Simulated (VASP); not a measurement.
# Li2S (Fm-3m) in VASP: notebook

Aim: see how the results for Li2S move with the level of theory and the settings. Levels: PBEsol+D3(BJ), PBEsol, BLYP. Tasks: single point.

Everything below comes from runs of VASP 6.6.1. Logs are shortened: lines on timing, memory, paths and dates and some standing lists are left out, and cuts for length are marked.

## 1. The cell of the first run

It takes space group Fm-3m (No. 225, cubic). Conventional cell: a = 5.621 Å, b = 5.621 Å, c = 5.621 Å, α = 90.00°, β = 90.00°, γ = 90.00°. Li (site symmetry -43m) has 4 S at 2.43 Å and 6 Li at 2.81 Å within 3.2 Å. Within 3.2 Å of S (site symmetry m-3m) lie 8 Li at 2.43 Å.

## 2. Single point, PBEsol+D3(BJ) (volume scaled by 1.04)

File INCAR:

```
SYSTEM = Li2S
PREC     = Accurate       ! precision mode
ENCUT    = 750            ! plane-wave cutoff, eV
EDIFF    = 1E-6           ! SCF threshold, eV
ISMEAR   = 0              ! smearing method
SIGMA    = 0.05           ! smearing width, eV
LREAL    = .FALSE.        ! projectors in reciprocal space
LASPH    = .TRUE.         ! aspherical terms in the spheres
NELM     = 120            ! most SCF steps
ALGO     = Normal         ! electronic algorithm
ISIF     = 2              ! what is computed and relaxed
LWAVE    = .FALSE.        ! write WAVECAR
LCHARG   = .FALSE.        ! write CHGCAR
GGA      = PS             ! functional
IVDW     = 12             ! dispersion correction
NBANDS   = 13             ! bands
GGA_COMPAT= .FALSE.
```

File KPOINTS:

```
regular mesh
0
G
  8 8 8
  0 0 0
```

File POSCAR:

```
Li2S
1.0
    0.0000000000      2.8102608241      2.8102608241
    2.8102608241      0.0000000000      2.8102608241
    2.8102608241      2.8102608241      0.0000000000
Li S
2 1
Direct
    0.2500000000      0.2500000000      0.2500000000
    0.7500000000      0.7500000000      0.7500000000
    0.0000000000      0.0000000000      0.0000000000
```

Potentials or basis: VASP PAW PBE potentials, release 64 (Li_sv, S).

Command:

```
$ cat potpaw_PBE.64/Li_sv/POTCAR potpaw_PBE.64/S/POTCAR > POTCAR
$ mpirun -np 1 vasp_std > vasp.out
```

OUTCAR:

```text
SYSTEM = Li2S
   PREC = Accurate
   ENCUT = 750
   EDIFF = 1E-6
   ISMEAR = 0
   LREAL = .FALSE.
   LASPH = .TRUE.
   NELM = 120
   ISIF = 2
   GGA = PS
   IVDW = 12
 IVDW          = 12

 ion  position               nearest neighbor table
   1  0.250  0.250  0.250-   3 2.43   3 2.43   3 2.43   3 2.43
   2  0.750  0.750  0.750-   3 2.43   3 2.43   3 2.43   3 2.43
   3  0.000  0.000  0.000-   2 2.43   2 2.43   2 2.43   1 2.43   2 2.43   1 2.43   1 2.43   1 2.43

  LATTYP: Found a face centered cubic cell.
 ALAT       =     5.6205216482

  Lattice vectors:

 A1 = (   0.0000000000,   2.8102608241,   2.8102608241)
 A2 = (   2.8102608241,   0.0000000000,   2.8102608241)
 A3 = (   2.8102608241,   2.8102608241,   0.0000000000)

Analysis of symmetry for initial positions (statically):
=====================================================================
 Subroutine PRICEL returns:
 Original cell was already a primitive cell.

 Routine SETGRP: Setting up the symmetry group for a
 face centered cubic supercell.

 Subroutine GETGRP returns: Found 48 space group operations
 (whereof 48 operations were pure point group operations)
 out of a pool of 48 trial point group operations.

The static configuration has the point symmetry O_h .

Analysis of symmetry for dynamics (positions and initial velocities):
=====================================================================
 Subroutine PRICEL returns:
 Original cell was already a primitive cell.

 Routine SETGRP: Setting up the symmetry group for a
 face centered cubic supercell.

 Subroutine GETGRP returns: Found 48 space group operations
 (whereof 48 operations were pure point group operations)
 out of a pool of 48 trial point group operations.

The dynamic configuration has the point symmetry O_h .

 Subroutine INISYM returns: Found 48 space group operations
 (whereof 48 operations are pure point group operations),
 and found     1 'primitive' translations

----------------------------------------------------------------------------------------

                                     Primitive cell

  volume of cell :      44.3884

  direct lattice vectors                    reciprocal lattice vectors
     0.000000000  2.810260824  2.810260824    -0.177919429  0.177919429  0.177919429
     2.810260824  0.000000000  2.810260824     0.177919429 -0.177919429  0.177919429
     2.810260824  2.810260824  0.000000000     0.177919429  0.177919429 -0.177919429

  length of vectors
     3.974308971  3.974308971  3.974308971     0.308165490  0.308165490  0.308165490

  position of ions in fractional coordinates (direct lattice)
     0.250000000  0.250000000  0.250000000
     0.750000000  0.750000000  0.750000000
     0.000000000  0.000000000  0.000000000

  ion indices of the primitive-cell ions
   primitive index   ion index
                 1           1
                 2           2
                 3           3

----------------------------------------------------------------------------------------

 KPOINTS: regular mesh

Automatic generation of k-mesh.
 Grid dimensions read from file:
 generate k-points for:    8    8    8

 Generating k-lattice:

  Cartesian coordinates                     Fractional coordinates (reciprocal lattice)
    -0.022239929  0.022239929  0.022239929     0.125000000  0.000000000  0.000000000
     0.022239929 -0.022239929  0.022239929     0.000000000  0.125000000  0.000000000
     0.022239929  0.022239929 -0.022239929     0.000000000  0.000000000  0.125000000

  Length of vectors
     0.038520686  0.038520686  0.038520686

  Shift w.r.t. Gamma in fractional coordinates (k-lattice)
     0.000000000  0.000000000  0.000000000

 Subroutine IBZKPT returns following result:
 ===========================================

 Found     29 irreducible k-points:

 Following reciprocal coordinates:
            Coordinates               Weight
  0.000000  0.000000  0.000000      1.000000
  0.125000  0.000000  0.000000      8.000000
  0.250000  0.000000  0.000000      8.000000
  0.375000  0.000000  0.000000      8.000000
  0.500000  0.000000  0.000000      4.000000
  0.125000  0.125000  0.000000      6.000000
[... 16 lines left out ...]
  0.500000  0.250000  0.125000     48.000000
 -0.375000  0.250000  0.125000     24.000000
 [... further k-points ...]
   k-points           NKPTS =     29   k-points in BZ     NKDIM =     29   number of bands    NBANDS=     13
   number of dos      NEDOS =    301   number of ions     NIONS =      3
   total plane-waves  NPLWV =  46656
   dimension x,y,z NGX =    36 NGY =   36 NGZ =   36
   dimension x,y,z NGXF=    72 NGYF=   72 NGZF=   72
   ions per type =               2   1
   NGX,Y,Z   is equivalent  to a cutoff of  15.06, 15.06, 15.06 a.u.
   NGXF,Y,Z  is equivalent  to a cutoff of  30.12, 30.12, 30.12 a.u.
 SYSTEM =  Li2S
   PREC   = accura    normal or accurate (medium, high low for compatibility)
   ISTART =      0    job   : 0-new  1-cont  2-samecut
   ICHARG =      2    charge: 1-file 2-atom 10-const
   ISPIN  =      1    spin polarized calculation?
   LNONCOLLINEAR =      F non collinear calculations
   LSORBIT =      F    spin-orbit coupling
   LASPH  =      T    aspherical Exc in radial PAW
   ENCUT  =  750.0 eV  55.12 Ry    7.42 a.u.   8.87  8.87  8.87*2*pi/ulx,y,z
   NELM   =    120;   NELMIN=  2; NELMDL= -5     # of ELM steps
   EDIFF  = 0.1E-05   stopping-criterion for ELM
   LREAL  =      F    real-space projection
   EDIFFG = 0.1E-04   stopping-criterion for IOM
   NSW    =      0    number of steps for IOM
   IBRION =     -1    ionic relax: 0-MD 1-quasi-New 2-CG
   NFREE  =      0    steps in history (QN), initial steepest desc. (CG)
   ISIF   =      2    stress and relaxation
   ISYM   =      2    0-nonsym 1-usesym 2-fastsym
   POTIM  = 0.5000    time-step for ionic-motion
   TEBEG  =    0.0;   TEEND  =   0.0 temperature during run
   PSTRESS=    0.0 pullay stress
   NELECT =      12.0000    total number of electrons
   NUPDOWN=      -1.0000    fix difference up-down
   EMIN   =  10.00;   EMAX   =-10.00  energy-range for DOS
   EFERMI =   0.00;   METHOD = LEGACY
   ISMEAR =     0;   SIGMA  =   0.05  broadening in eV -4-tet -1-fermi 0-gaus
   EFERMI_NEDOS =   21; number of points for ismear=-14 and -15
   IALGO  =     38    algorithm
   IMIX   =      4    mixing-type and parameters
     AMIX     =   0.40;   BMIX     =  1.00
     AMIX_MAG =   1.60;   BMIX_MAG =  1.00
  volume/ion in A,a.u.               =      14.80        99.85
  Fermi-wavevector in a.u.,A,eV,Ry     =   1.058551  2.000372 15.245751  1.120531
  Thomas-Fermi vector in A             =   2.193865
   LORBIT       =      0    0 simple, 1 ext, 2 COOP (PROOUT), +10 PAW based schemes
   GGA     = PS    functional components
   LHFCALC =     F    Hartree Fock is set to
   AEXX    =    0.0000 exact exchange contribution
   IVDW    =    12    specifies the selected vdW correction
   LEPSILON=     F    determine dielectric tensor
   LRPA    =     F    only Hartree local field effects (RPA)
 non-spin polarized calculation
 Gauss-broadening in eV      SIGMA  =   0.05
  energy-cutoff  :      750.00
  volume of cell :       44.39
 maximum number of plane-waves:      2120
   NGX = 17   NGY = 17   NGZ = 17

 number of electron      11.9999996 magnetization

 Free energy of the ion-electron system (eV)
  ---------------------------------------------------
  ext. energy  EPLUGINS =         0.00000000
  ---------------------------------------------------
  free energy    TOTEN  =       -12.37438319 eV

  energy without entropy =      -12.37438319  energy(sigma->0) =      -12.37438319

 E-fermi :   1.9333     XC(G=0):  -8.7964

 val. band max:        1.6699607334   @ k =   0.0000   0.0000   0.0000
 cond. band min:       4.8596836866   @ k =   0.5000   0.5000   0.0000
 fundamental gap:      3.1897229532
 Fermi energy:         1.9332527618

 k-point     1 :       0.0000    0.0000    0.0000
  band No.  band energies     occupation
      1     -41.7496      2.00000
      2     -41.6960      2.00000
      3      -9.4628      2.00000
      4       1.6700      2.00000
      5       1.6700      2.00000
      6       1.6700      2.00000
      7       5.9798      0.00000
      8       7.8341      0.00000
      9       7.8341      0.00000
     10       7.8341      0.00000
     11      12.9112      0.00000
     12      12.9112      0.00000
     13      14.1440      0.00000

 k-point     2 :       0.1250    0.0000    0.0000
  band No.  band energies     occupation
      1     -41.7474      2.00000
      2     -41.6979      2.00000
      3      -9.4015      2.00000
      4       1.0295      2.00000
      5       1.5746      2.00000
      6       1.5746      2.00000
      7       6.4198      0.00000
      8       8.0808      0.00000
      9       8.0808      0.00000
     10       8.2239      0.00000
     11      11.9016      0.00000
     12      11.9016      0.00000
     13      14.3102      0.00000

 k-point     3 :       0.2500    0.0000    0.0000
  band No.  band energies     occupation
      1     -41.7412      2.00000
      2     -41.7033      2.00000
      3      -9.2433      2.00000
      4      -0.1315      2.00000
      5       1.3696      2.00000
      6       1.3696      2.00000
      7       7.0892      0.00000
      8       8.4109      0.00000
      9       8.4109      0.00000
     10       9.1313      0.00000
     11      11.5339      0.00000
     12      11.5339      0.00000
     13      14.8140      0.00000
[... 305 lines left out ...]
 k-point    23 :       0.5000    0.2500    0.1250
  band No.  band energies     occupation
      1     -41.7298      2.00000
      2     -41.7134      2.00000
      3      -8.9797      2.00000
      4      -0.8331      2.00000
      5       0.3616      2.00000
      6       0.8542      2.00000
      7       7.3276      0.00000
      8       8.4685      0.00000
      9       9.7073      0.00000
     10      10.1653      0.00000
     11      11.7646      0.00000
     12      14.2226      0.00000
     13      15.6557      0.00000

 k-point    24 :      -0.3750    0.2500    0.1250
  band No.  band energies     occupation
      1     -41.7215      2.00000
      2     -41.7214      2.00000
      3      -8.9160      2.00000
      4      -1.0822      2.00000
      5       0.3447      2.00000
      6       0.6942      2.00000
      7       7.4454      0.00000
      8       8.3444      0.00000
      9      10.0880      0.00000
     10      10.7519      0.00000
     11      12.1221      0.00000
     12      13.4697      0.00000
     13      15.2696      0.00000

 [... further k-points ...]

------------------------ aborting loop because EDIFF is reached ----------------------------------------

 Edisp (eV)   -0.70241

 E8    (eV) :    -0.4336

  FORCE on cell =-STRESS in cart. coord.  units (eV):
  Direction    XX          YY          ZZ          XY          YZ          ZX
  --------------------------------------------------------------------------------------
  -------------------------------------------------------------------------------------
  Total      -0.49675    -0.49675    -0.49675     0.00000    -0.00000     0.00000
  in kB     -17.92979   -17.92979   -17.92979     0.00000    -0.00000     0.00000
  external pressure =      -17.93 kB  Pullay stress =        0.00 kB

 VOLUME and BASIS-vectors are now :
 -----------------------------------------------------------------------------
  energy-cutoff  :      750.00
  volume of cell :       44.39
      direct lattice vectors                 reciprocal lattice vectors
     0.000000000  2.810260824  2.810260824    -0.177919429  0.177919429  0.177919429
     2.810260824  0.000000000  2.810260824     0.177919429 -0.177919429  0.177919429
     2.810260824  2.810260824  0.000000000     0.177919429  0.177919429 -0.177919429

 POSITION                                       TOTAL-FORCE (eV/Angst)
 -----------------------------------------------------------------------------------
      1.40513      1.40513      1.40513        -0.000000     -0.000000     -0.000000
      4.21539      4.21539      4.21539         0.000000      0.000000      0.000000
      0.00000      0.00000      0.00000        -0.000000     -0.000000     -0.000000
 -----------------------------------------------------------------------------------
    total drift:                                0.000000      0.000000      0.000000

  FREE ENERGIE OF THE ION-ELECTRON SYSTEM (eV)
  ---------------------------------------------------
  free  energy   TOTEN  =       -13.0767939350 eV

  energy  without entropy=      -13.0767939350  energy(sigma->0) =      -13.07679394
```

It took 45 s on 1 thread of AMD EPYC 7R13, shared host; peak memory 0.18 GiB.

Results:

```yaml
Free_energy: -13.0768 eV
Pressure: -1.8 GPa
Band_gap_on_the_k_mesh: 3.19 eV, indirect (least direct gap 4.31 eV)
Dispersion_energy_per_atom: -0.234 eV
```

Levels at points of the mesh, in eV from the valence-band top:
| k point | band 2 | band 3 | band 4 | band 5 | band 6 | band 7 | band 8 | band 9 | band 10 | band 11 |
| --- | --- | --- | --- | --- | --- | --- | --- | --- | --- | --- |
| (0.00, 0.00, 0.00) | -43.37 | -11.13 | 0.00 | 0.00 | 0.00 | 4.31 | 6.16 | 6.16 | 6.16 | 11.24 |
| (0.50, 0.00, 0.00) | -43.39 | -10.66 | -3.07 | -0.54 | -0.54 | 6.19 | 6.50 | 6.50 | 8.44 | 12.97 |
| (0.50, 0.50, 0.00) | -43.38 | -10.52 | -2.28 | -1.53 | -1.53 | 3.19 | 7.13 | 11.27 | 11.27 | 12.44 |

Caveat: the cell differs from its parent crystal (volume scaled by 1.04); the PAW data sets were made with another functional, which shifts forces and pressure a little.

## 3. Single point, PBEsol (volume scaled by 1.02)

File INCAR:

```
SYSTEM = Li2S
ALGO = Normal
EDIFF = 1E-6
ENCUT = 750
GGA = PS
GGA_COMPAT = .False.
ISIF = 2
ISMEAR = 0
LASPH = .True.
LCHARG = .False.
LREAL = .False.
LWAVE = .False.
NBANDS = 13
NELM = 120
PREC = Accurate
SIGMA = 0.05
```

File KPOINTS:

```
k-points
0
Gamma
  8 8 8
  0 0 0
```

File POSCAR:

```
Li2S
1.0
    0.0000000000      2.8463672609      2.8463672609
    2.8463672609      0.0000000000      2.8463672609
    2.8463672609      2.8463672609      0.0000000000
Li S
2 1
Direct
    0.2500000000      0.2500000000      0.2500000000
    0.7500000000      0.7500000000      0.7500000000
    0.0000000000      0.0000000000      0.0000000000
```

Potentials or basis: VASP PAW PBE potentials, release 64 (Li_sv, S).

Command:

```
$ cat potpaw_PBE.64/Li_sv/POTCAR potpaw_PBE.64/S/POTCAR > POTCAR
$ mpirun -np 1 vasp_std > vasp.out
```

Run time: 11 s. Hardware: 1 thread of Intel Xeon 6975P-C (Granite Rapids), shared host; peak memory 0.2 GiB.

The run converged. Its results:

```yaml
Free_energy: -12.3750 eV
Pressure: -0.9 GPa
Band_gap_on_the_k_mesh: 3.22 eV, indirect (least direct gap 4.11 eV)
```

Levels at points of the mesh, in eV from the valence-band top:
```
           k point  band 2  band 3  band 4  band 5  band 6  band 7  band 8  band 9  band 10  band 11
(0.00, 0.00, 0.00)  -43.44  -11.03    0.00    0.00    0.00    4.11    6.15    6.15     6.15    11.14
(0.50, 0.00, 0.00)  -43.46  -10.59   -2.94   -0.52   -0.52    6.01    6.48    6.48     8.25    12.70
(0.50, 0.50, 0.00)  -43.45  -10.46   -2.20   -1.45   -1.45    3.22    7.03   10.99    10.99    12.02
```

Caveat: the cell differs from its parent crystal (volume scaled by 1.02); the PAW data sets were made with another functional, which shifts forces and pressure a little.

## 4. Single point, PBEsol (volume scaled by 1.04)

File INCAR:

```
PREC = Accurate
ENCUT = 750
EDIFF = 1E-6
ISMEAR = 0
SIGMA = 0.05
LREAL = False
LASPH = True
NELM = 120
ALGO = Normal
ISIF = 2
LWAVE = False
LCHARG = False
GGA = PS
NBANDS = 13
GGA_COMPAT = False
```

File KPOINTS:

```
regular mesh
0
Gamma
  8 8 8
```

File POSCAR:

```
Li2S
1.0
    0.0000000000      2.8648506831      2.8648506831
    2.8648506831      0.0000000000      2.8648506831
    2.8648506831      2.8648506831      0.0000000000
Li S
2 1
Direct
    0.2500000000      0.2500000000      0.2500000000
    0.7500000000      0.7500000000      0.7500000000
    0.0000000000      0.0000000000      0.0000000000
```

Command:

```
$ cat potpaw_PBE.64/Li_sv/POTCAR potpaw_PBE.64/S/POTCAR > POTCAR
$ mpirun -np 1 vasp_std > vasp.out
```

Wall time 10 s (1 thread of Intel Xeon 6975P-C (Granite Rapids), shared host); peak memory 0.2 GiB.

Results (log left out):

- Free energy: -12.3688 eV
- Pressure: -1.6 GPa
- Band gap on the k mesh: 3.23 eV, indirect (least direct gap 4.02 eV)

Levels at points of the mesh, in eV from the valence-band top:
```csv
k point,band 4,band 5,band 6,band 7,band 8,band 9
"(0.00, 0.00, 0.00)",0.00,0.00,0.00,4.02,6.14,6.14
"(0.50, 0.00, 0.00)",-2.87,-0.50,-0.50,5.92,6.47,6.47
"(0.50, 0.50, 0.00)",-2.16,-1.41,-1.41,3.23,6.97,10.85
```

Caveat: the cell differs from its parent crystal (volume scaled by 1.04); the PAW data sets were made with another functional, which shifts forces and pressure a little. A k mesh can miss the band edges.

## 5. Single point, BLYP

This run uses another cell than the first one, of 15.95 Å³/atom, 1.078 times its volume.

File INCAR:

```
PREC = Accurate ; ENCUT = 750
EDIFF = 1E-6 ; ISMEAR = 0
SIGMA = 0.05 ; LREAL = False
LASPH = True ; NELM = 120
ALGO = Normal ; ISIF = 2
LWAVE = False ; LCHARG = True
GGA = B5 ; ALDAX = 1.0
AGGAX = 1.0 ; AGGAC = 1.0
ALDAC = 0.0 ; LELF = True
LVHAR = True ; NBANDS = 13
GGA_COMPAT = False
```

File KPOINTS:

```
Automatic mesh
0
Gamma
  8 8 8
```

File POSCAR:

```
Li2S
1.0
    0.0000000000      2.8813875382      2.8813875382
    2.8813875382      0.0000000000      2.8813875382
    2.8813875382      2.8813875382      0.0000000000
Li S
2 1
Direct
    0.2500000000      0.2500000000      0.2500000000
    0.7500000000      0.7500000000      0.7500000000
    0.0000000000      0.0000000000      0.0000000000
```

Command:

```
$ cat potpaw_PBE.64/Li_sv/POTCAR potpaw_PBE.64/S/POTCAR > POTCAR
$ mpirun -np 1 vasp_std > vasp.out
```

It took 16 s on 1 thread of Intel Xeon 6975P-C (Granite Rapids), shared host; peak memory 0.2 GiB.

The run converged. Its results:

- Free energy: -11.3093 eV
- Pressure: 0.0 GPa
- Band gap on the k mesh: 3.65 eV, indirect (least direct gap 4.33 eV)

Levels at points of the mesh, in eV from the valence-band top:
```
           k point  band 4  band 5  band 6  band 7  band 8  band 9
(0.00, 0.00, 0.00)    0.00    0.00    0.00    4.33    6.26    6.26
(0.50, 0.00, 0.00)   -2.69   -0.48   -0.48    6.05    6.64    6.64
(0.50, 0.50, 0.00)   -2.05   -1.33   -1.33    3.65    7.07   10.94
```

Caveat: the PAW data sets were made with another functional, which shifts forces and pressure a little. A k mesh can miss the band edges.

## 6. Summary

| level | cell | gap on the mesh (eV) | pressure (GPa) |
| --- | --- | --- | --- |
| PBEsol+D3(BJ) | a = 3.974 Å, angles 60.0°, 3 atoms | 3.19 | -1.8 |
| PBEsol | a = 4.025 Å, angles 60.0°, 3 atoms | 3.22 | -0.9 |
| PBEsol | a = 4.052 Å, angles 60.0°, 3 atoms | 3.23 | -1.6 |
| BLYP | a = 4.075 Å, angles 60.0°, 3 atoms | 3.65 | 0.0 |

Alike in all rows: task single point; potentials or basis VASP PAW PBE potentials, release 64 (Li_sv, S); no spin polarisation; k mesh 8 × 8 × 8; cutoff (eV) 750; smearing gaussian 0.05 eV.

Caveats: the PAW data sets were made with another functional, which shifts forces and pressure a little.

Absolute energies hang on the potentials; compare differences alone.
